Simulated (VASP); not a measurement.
# CdSe (F-43m) in VASP: single point with HSE06

Aim: the single point of CdSe with HSE06.

Program: VASP 6.6.1. These are calculated values, not measurements. Logs are shortened: lines on timing, memory, paths and dates and some standing lists are left out, and cuts for length are marked.

### Step 1. The cell of the first run

The structure is cubic, space group F-43m (No. 216). Conventional cell: a = 6.136 Å, b = 6.136 Å, c = 6.136 Å, α = 90.00°, β = 90.00°, γ = 90.00°. Within 3.5 Å of Cd (site symmetry -43m) lie 4 Se at 2.66 Å. Se (site symmetry -43m) has 4 Cd at 2.66 Å within 3.5 Å.

### Step 2. Single point, HSE06, non-collinear spin, zero start, spin-orbit coupling

File POSCAR:

```
CdSe
1.0
    0.0000000000      3.0678016992      3.0678016992
    3.0678016992      0.0000000000      3.0678016992
    3.0678016992      3.0678016992      0.0000000000
Cd Se
1 1
Direct
    0.0000000000      0.0000000000      0.0000000000
    0.7500000000      0.7500000000      0.7500000000
```

File INCAR.step1:

```
PREC = Accurate ; ENCUT = 520
EDIFF = 1E-5 ; ISMEAR = -1
SIGMA = 0.02 ; LREAL = False
LASPH = True ; NELM = 150
ALGO = Normal ; ISIF = 2
LWAVE = True ; MAGMOM = 0 0 0 0 0 0
LORBIT = 11 ; LSORBIT = True
GGA_COMPAT = False ; LORBMOM = True
NBANDS = 30 ; GGA = PE
```

File INCAR.step2:

```
PREC = Accurate ; ENCUT = 520
EDIFF = 1E-6 ; ISMEAR = -1
SIGMA = 0.02 ; LREAL = False
LASPH = True ; NELM = 150
ALGO = Normal ; ISIF = 2
LWAVE = False ; LCHARG = True
MAGMOM = 0 0 0 0 0 0 ; LORBIT = 11
LSORBIT = True ; GGA_COMPAT = False
LORBMOM = True ; GGA = PE
LHFCALC = True ; HFSCREEN = 0.2079
PRECFOCK = Normal ; LVHAR = True
NBANDS = 30 ; ISTART = 1
```

File KPOINTS:

```
regular mesh
0
Gamma
  4 4 4
```

Potentials or basis: VASP PAW PBE potentials, release 64 (Cd, Se).

On the command line:

```console
$ cat potpaw_PBE.64/Cd/POTCAR potpaw_PBE.64/Se/POTCAR > POTCAR
$ cp INCAR.step1 INCAR
$ mpirun -np 1 vasp_ncl > vasp.out
$ cp INCAR.step2 INCAR
$ mpirun -np 1 vasp_ncl > vasp.out
```

OUTCAR:

```text
PREC = Accurate
   ENCUT = 520
   EDIFF = 1E-6
   ISMEAR = -1
   LREAL = False
   LASPH = True
   NELM = 150
   ISIF = 2
   LORBIT = 11
   LSORBIT = True
   GGA = PE
   LHFCALC = True
   HFSCREEN = 0.2079
   PRECFOCK = Normal
   ISTART = 1

 ion  position               nearest neighbor table
   1  0.000  0.000  0.000-   2 2.66   2 2.66   2 2.66   2 2.66
   2  0.750  0.750  0.750-   1 2.66   1 2.66   1 2.66   1 2.66

  LATTYP: Found a face centered cubic cell.
 ALAT       =     6.1356033984

  Lattice vectors:

 A1 = (   0.0000000000,   3.0678016992,   3.0678016992)
 A2 = (   3.0678016992,   0.0000000000,   3.0678016992)
 A3 = (   3.0678016992,   3.0678016992,   0.0000000000)

Analysis of symmetry for initial positions (statically):
=====================================================================
 Subroutine PRICEL returns:
 Original cell was already a primitive cell.

 Routine SETGRP: Setting up the symmetry group for a
 face centered cubic supercell.

 Subroutine GETGRP returns: Found 24 space group operations
 (whereof 24 operations were pure point group operations)
 out of a pool of 48 trial point group operations.

The static configuration has the point symmetry T_d .

Analysis of symmetry for dynamics (positions and initial velocities):
=====================================================================
 Subroutine PRICEL returns:
 Original cell was already a primitive cell.

 Routine SETGRP: Setting up the symmetry group for a
 face centered cubic supercell.

 Subroutine GETGRP returns: Found 24 space group operations
 (whereof 24 operations were pure point group operations)
 out of a pool of 48 trial point group operations.

The dynamic configuration has the point symmetry T_d .

Analysis of structural, dynamic, and magnetic symmetry:
=====================================================================
 Subroutine PRICEL returns:
 Original cell was already a primitive cell.

 Routine SETGRP: Setting up the symmetry group for a
 face centered cubic supercell.

 Subroutine GETGRP returns: Found 24 space group operations
 (whereof 24 operations were pure point group operations)
 out of a pool of 48 trial point group operations.

The overall configuration has the point symmetry T_d .

 Subroutine INISYM returns: Found 24 space group operations
 (whereof 24 operations are pure point group operations),
 and found     1 'primitive' translations

----------------------------------------------------------------------------------------

                                     Primitive cell

  volume of cell :      57.7447

  direct lattice vectors                    reciprocal lattice vectors
     0.000000000  3.067801699  3.067801699    -0.162983155  0.162983155  0.162983155
     3.067801699  0.000000000  3.067801699     0.162983155 -0.162983155  0.162983155
     3.067801699  3.067801699  0.000000000     0.162983155  0.162983155 -0.162983155

  length of vectors
     4.338526770  4.338526770  4.338526770     0.282295105  0.282295105  0.282295105

  position of ions in fractional coordinates (direct lattice)
     0.000000000  0.000000000  0.000000000
     0.750000000  0.750000000  0.750000000

  ion indices of the primitive-cell ions
   primitive index   ion index
                 1           1
                 2           2

----------------------------------------------------------------------------------------

 KPOINTS: regular mesh

Automatic generation of k-mesh.
 Grid dimensions read from file:
 generate k-points for:    4    4    4

 Generating k-lattice:

[... 84 lines left out ...]
   LRPA    =     F    only Hartree local field effects (RPA)
  energy-cutoff  :      520.00
  volume of cell :       57.74
 maximum number of plane-waves:      3176
  NGX = 28; NGY = 28; NGZ = 28

 number of electron      18.0000008 magnetization       0.0000000     -0.0000000      0.0000000

 number of electron      18.0000008 magnetization      -0.0000000      0.0000000     -0.0000000

 Free energy of the ion-electron system (eV)
  ---------------------------------------------------
  ext. energy  EPLUGINS =         0.00000000
  ---------------------------------------------------
  free energy    TOTEN  =        -6.85936118 eV

  energy without entropy =       -6.85936118  energy(sigma->0) =       -6.85936118

 E-fermi :   0.7849     XC(G=0):  -7.2896

 val. band max:        0.2877248971   @ k =   0.0000   0.0000   0.0000
 cond. band min:       1.6555185884   @ k =   0.0000   0.0000   0.0000
 fundamental gap:      1.3677936913
 Fermi energy:         0.7848990823

 k-point     1 :       0.0000    0.0000    0.0000
  band No.  band energies     occupation
      1     -13.3802      1.00000
      2     -13.3802      1.00000
      3      -9.2302      1.00000
      4      -9.2302      1.00000
      5      -9.2302      1.00000
      6      -9.2302      1.00000
[... 319 lines left out ...]
     29      13.8614      0.00000
     30      13.9449      0.00000

------------------------ aborting loop because EDIFF is reached ----------------------------------------

  FORCE on cell =-STRESS in cart. coord.  units (eV):
  Direction    XX          YY          ZZ          XY          YZ          ZX
  --------------------------------------------------------------------------------------
  -------------------------------------------------------------------------------------
  Total        0.1885767      0.1885767      0.1885767      0.0000000      0.0000000     -0.0000000
  in kB        5.2322306      5.2322306      5.2322306      0.0000000      0.0000000     -0.0000000
  external PRESSURE =       5.2322306 kB  Pullay stress =       0.0000000 kB

 VOLUME and BASIS-vectors are now :
 -----------------------------------------------------------------------------
  energy-cutoff  :      520.00
  volume of cell :       57.74
      direct lattice vectors                 reciprocal lattice vectors
     0.000000000  3.067801699  3.067801699    -0.162983155  0.162983155  0.162983155
     3.067801699  0.000000000  3.067801699     0.162983155 -0.162983155  0.162983155
     3.067801699  3.067801699  0.000000000     0.162983155  0.162983155 -0.162983155

 POSITION                                       TOTAL-FORCE (eV/Angst)
 -----------------------------------------------------------------------------------
      0.00000      0.00000      0.00000        -0.000000      0.000000     -0.000000
      4.60170      4.60170      4.60170         0.000000     -0.000000      0.000000
 -----------------------------------------------------------------------------------
    total drift:                                0.000011     -0.000004      0.000011

  FREE ENERGIE OF THE ION-ELECTRON SYSTEM (eV)
  ---------------------------------------------------
  free  energy   TOTEN  =        -6.8593611839 eV

  energy  without entropy=       -6.8593611839  energy(sigma->0) =       -6.85936118

 orbital moment (x)

 # of ion     p       d       tot
 ----------------------------------------
  1         0.000  -0.000  -0.000
  2         0.000  -0.000   0.000
 ----------------------------------------
            0.000  -0.000  -0.000

 orbital moment (y)

 # of ion     p       d       tot
 ----------------------------------------
  1         0.000  -0.000  -0.000
  2         0.000   0.000   0.000
 ----------------------------------------
            0.000  -0.000   0.000

 orbital moment (z)

 # of ion     p       d       tot
 ----------------------------------------
  1         0.000  -0.000  -0.000
  2         0.000   0.000   0.000
 ----------------------------------------
            0.000  -0.000  -0.000

 Spin-Orbit-Coupling matrix elements

 Ion:    1  E_soc:     -0.0548196
 l=   1
     0.0000000    -0.0023632    -0.0023632
    -0.0023632     0.0000000    -0.0023632
    -0.0023632    -0.0023632     0.0000000
 l=   2
     0.0000000    -0.0013860     0.0000000    -0.0013860    -0.0053874
    -0.0013860     0.0000000    -0.0040405    -0.0013860    -0.0013468
     0.0000000    -0.0040405     0.0000000    -0.0040405     0.0000000
    -0.0013860    -0.0013860    -0.0040405     0.0000000    -0.0013468
    -0.0053874    -0.0013468     0.0000000    -0.0013468     0.0000000
 l=   3
     0.0000000     0.0000000     0.0000000     0.0000000     0.0000000     0.0000000     0.0000000
     0.0000000     0.0000000     0.0000000     0.0000000     0.0000000     0.0000000     0.0000000
     0.0000000     0.0000000     0.0000000     0.0000000     0.0000000     0.0000000     0.0000000
     0.0000000     0.0000000     0.0000000     0.0000000     0.0000000     0.0000000     0.0000000
     0.0000000     0.0000000     0.0000000     0.0000000     0.0000000     0.0000000     0.0000000
     0.0000000     0.0000000     0.0000000     0.0000000     0.0000000     0.0000000     0.0000000
     0.0000000     0.0000000     0.0000000     0.0000000     0.0000000     0.0000000     0.0000000

 Ion:    2  E_soc:     -0.0375949
 l=   1
     0.0000000    -0.0062598    -0.0062598
    -0.0062598     0.0000000    -0.0062598
    -0.0062598    -0.0062598     0.0000000
 l=   2
     0.0000000    -0.0000033     0.0000000    -0.0000033    -0.0000027
    -0.0000033     0.0000000    -0.0000020    -0.0000033    -0.0000007
     0.0000000    -0.0000020     0.0000000    -0.0000020     0.0000000
    -0.0000033    -0.0000033    -0.0000020     0.0000000    -0.0000007
    -0.0000027    -0.0000007     0.0000000    -0.0000007     0.0000000
 l=   3
     0.0000000     0.0000000     0.0000000     0.0000000     0.0000000     0.0000000     0.0000000
     0.0000000     0.0000000     0.0000000     0.0000000     0.0000000     0.0000000     0.0000000
     0.0000000     0.0000000     0.0000000     0.0000000     0.0000000     0.0000000     0.0000000
     0.0000000     0.0000000     0.0000000     0.0000000     0.0000000     0.0000000     0.0000000
     0.0000000     0.0000000     0.0000000     0.0000000     0.0000000     0.0000000     0.0000000
     0.0000000     0.0000000     0.0000000     0.0000000     0.0000000     0.0000000     0.0000000
     0.0000000     0.0000000     0.0000000     0.0000000     0.0000000     0.0000000     0.0000000

 total charge

# of ion       s       p       d       tot
------------------------------------------
    1        0.407   0.298   9.598  10.303
    2        1.447   2.455   0.019   3.920
--------------------------------------------------
tot          1.854   2.753   9.617  14.224

 magnetization (x)

# of ion       s       p       d       tot
------------------------------------------
    1        0.000   0.000   0.000   0.000
    2        0.000   0.000  -0.000   0.000
--------------------------------------------------
tot          0.000   0.000   0.000   0.000

 magnetization (y)

# of ion       s       p       d       tot
------------------------------------------
    1        0.000   0.000   0.000   0.000
    2        0.000   0.000  -0.000   0.000
--------------------------------------------------
tot          0.000   0.000   0.000   0.000

 magnetization (z)

# of ion       s       p       d       tot
------------------------------------------
    1        0.000   0.000   0.000   0.000
    2        0.000   0.000   0.000   0.000
--------------------------------------------------
tot          0.000   0.000   0.000   0.000
```

Run time: 1.7 h. Hardware: 1 thread of Oxide Virtual Turin-like, shared host; peak memory 0.42 GiB.

What came out:

```
Free energy                                           : -6.8594 eV
Pressure                                              : 0.5 GPa
Net moment                                            : 0.00 μB per cell
Valence electrons inside the program's atomic spheres : Cd 10.30; Se 3.92
```

Moments on the atoms (μB; x, y, z):
```
Cd  0.00 0.00 0.00
Se  0.00 0.00 0.00
```

Caveat: the k points lie up to 0.44 Å⁻¹ apart; the PAW data sets were made with another functional, which shifts forces and pressure a little.
